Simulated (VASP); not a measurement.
Input of a VASP 6.6.1 run:

File POSCAR:

```
ZnS
1.0
    0.0000000000      2.6945314214      2.6945314214
    2.6945314214      0.0000000000      2.6945314214
    2.6945314214      2.6945314214      0.0000000000
Zn S
1 1
Direct
    0.2500000000      0.2500000000      0.2500000000
    0.0000000000      0.0000000000      0.0000000000
```

File INCAR.step1:

```
SYSTEM = ZnS
ALGO     = Normal         ! electronic algorithm
EDIFF    = 1E-4           ! SCF threshold, eV
ENCUT    = 520            ! plane-wave cutoff, eV
GGA      = PE             ! functional
ISMEAR   = 0              ! smearing method
LASPH    = .TRUE.         ! aspherical terms in the spheres
LCHARG   = .FALSE.        ! write CHGCAR
LREAL    = .FALSE.        ! projectors in reciprocal space
LWAVE    = .TRUE.         ! write WAVECAR
NBANDS   = 16             ! bands
NELM     = 60             ! most SCF steps
PREC     = Accurate       ! precision mode
SIGMA    = 0.02           ! smearing width, eV
```

File INCAR.step2:

```
SYSTEM = ZnS
ALGO     = Normal         ! electronic algorithm
EDIFF    = 1E-6           ! SCF threshold, eV
ENCUT    = 520            ! plane-wave cutoff, eV
ISIF     = 2              ! what is computed and relaxed
ISMEAR   = 0              ! smearing method
ISTART   = 1            
LASPH    = .TRUE.         ! aspherical terms in the spheres
LCHARG   = .TRUE.         ! write CHGCAR
LELF     = .TRUE.         ! ELF
LMIXTAU  = .TRUE.       
LREAL    = .FALSE.        ! projectors in reciprocal space
LVHAR    = .TRUE.       
LWAVE    = .FALSE.        ! write WAVECAR
METAGGA  = R2SCAN         ! meta-GGA
NBANDS   = 16             ! bands
NELM     = 60             ! most SCF steps
PREC     = Accurate       ! precision mode
SIGMA    = 0.02           ! smearing width, eV
```

Contents of KPOINTS:

```
k-points
0
G
  8 8 8
  0 0 0
```

Potentials or basis: VASP PAW PBE potentials, release 64 (Zn, S).

Command:

```console
$ cat potpaw_PBE.64/Zn/POTCAR potpaw_PBE.64/S/POTCAR > POTCAR
$ cp INCAR.step1 INCAR
$ mpirun -np 1 vasp_std > vasp.out
$ cp INCAR.step2 INCAR
$ mpirun -np 1 vasp_std > vasp.out
```

(1) Estimate the pressure.

(2) What does it give for the band gap on the k mesh?

Answers

(1) 0.0 GPa.

(2) 2.71 eV.

Caveat: the PAW data sets were made with another functional, which shifts forces and pressure a little.

**Measured values to compare with.**

From “Electronic, vibrational, and thermodynamic properties of ZnS (zincblende and rocksalt structure)”, 2009, arxiv:0911.5022, for a bulk crystal of ZnS at 19 K: band gap 3.85 eV (direct).

A measured gap of ZnS is 3.85 eV (direct; 19 K; quoted in “Electronic, vibrational, and thermodynamic properties of ZnS (zincblende and rocksalt structure)”, 2009, arxiv:0911.5022); the calculated 2.71 eV misses it by -1.14 eV. The value is that of r2SCAN, without temperature or zero-point motion.
